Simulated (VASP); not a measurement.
Here is a VASP 6.6.1 calculation.

The input INCAR:

```
SYSTEM = Mo
AGGAC = 1.0 ; AGGAX = 1.0
ALDAC = 0.0 ; ALDAX = 1.0
ALGO = Normal ; EDIFF = 1E-6
ENCUT = 520 ; GGA = B5
ISIF = 2 ; ISMEAR = -1
LASPH = .True. ; LCHARG = .True.
LELF = .True. ; LREAL = .False.
LVHAR = .True. ; LWAVE = .False.
NBANDS = 13 ; NELM = 60
PREC = Accurate ; SIGMA = 0.05
```

The input KPOINTS:

```
k-points
0
Gamma
  12 12 12
  0 0 0
```

The input POSCAR:

```
Mo
1.0
   -1.6005611244      1.6005611244      1.6005611244
    1.6005611244     -1.6005611244      1.6005611244
    1.6005611244      1.6005611244     -1.6005611244
Mo
1
Direct
    0.0000000000      0.0000000000      0.0000000000
```

Potentials or basis: VASP PAW PBE potentials, release 64 (Mo_sv).

The run is started by

```bash
$ cat potpaw_PBE.64/Mo_sv/POTCAR > POTCAR
$ mpirun -np 1 vasp_std > vasp.out
```

What does it give for the band gap on the k mesh?

Zero (band 7 reaches 16.00 eV, above the bottom of band 8 at 11.03 eV).

What does it give for the pressure?

0.9 GPa.

Caveat: the PAW data sets were made with another functional, which shifts forces and pressure a little.
